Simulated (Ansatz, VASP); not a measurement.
## TeAs2: VASP beside Ansatz

Contents of INCAR:

```
PREC = Accurate ; ENCUT = 520
EDIFF = 1E-6 ; ISMEAR = 0
SIGMA = 0.1 ; LREAL = F
LASPH = T ; NELM = 100
ALGO = Normal ; ISIF = 2
LWAVE = F ; LCHARG = T
GGA = PE ; LELF = T
LVHAR = T ; NBANDS = 25
```

File KPOINTS:

```
regular mesh
0
Gamma
  12 12 12
```

File POSCAR:

```
TeAs2
1.0
   -3.5564540000      3.5564540000      2.9405160000
    3.5564540000     -3.5564540000      2.9405160000
    3.5564540000      3.5564540000     -2.9405160000
Te As
2 4
Direct
    0.7500000000      0.2500000000      0.5000000000
    0.0000000000      0.0000000000      0.0000000000
    0.3750000000      0.6250000000      0.2500000000
    0.3750000000      0.1250000000      0.7500000000
    0.3750000000      0.6250000000      0.7500000000
    0.8750000000      0.6250000000      0.2500000000
```

Input for Ansatz:

```yaml
crystal:
  lattice:
    - [-3.556454, 3.556454, 2.940516]
    - [3.556454, -3.556454, 2.940516]
    - [3.556454, 3.556454, -2.940516]
  atoms:
    - { symbol: Te, position: [0.75, 0.25, 0.5] }
    - { symbol: Te, position: [0.0, 0.0, 0.0] }
    - { symbol: As, position: [0.375, 0.625, 0.25] }
    - { symbol: As, position: [0.375, 0.125, 0.75] }
    - { symbol: As, position: [0.375, 0.625, 0.75] }
    - { symbol: As, position: [0.875, 0.625, 0.25] }
basis:
  ecutwfc: 420
kpoints:
  mp_grid: { grid: [12, 12, 12] }
hamiltonian:
  xc: pbe
scf:
  occupations: { method: gaussian, width: 0.1 }
output:
  forces: true
  stress: true
  eigenvalues: true
```

Alike in both runs: task single point; functional PBE; k mesh 12 × 12 × 12; occupations gaussian, width 0.1 eV; no spin polarisation.

```csv
,VASP,Ansatz
version,VASP 6.6.1,Ansatz 0.2.0
potentials or method,"VASP PAW PBE potentials, release 64 (Te, As), cutoff 520 eV","scalar-relativistic, plane waves, PAW"
valence electrons in the cell,32,92
```

Ansatz gave:

* gap on the k mesh at the Fermi level (eV): none
* pressure (GPa): -0.7
* traceless stress, the component that is largest in VASP (GPa): -0.86

**Question.** Which values does VASP return?

**Answer.** gap on the k mesh at the Fermi level (eV): none; pressure (GPa): -0.6; traceless stress, the component that is largest in VASP (GPa): -0.84.

A gap of «none» marks a metal or a gap that the smearing closes. VASP's potentials hold 32 valence electrons a cell and Ansatz's 92, so a difference there can come from the potentials and not from the codes.

Spin-orbit coupling is off throughout.
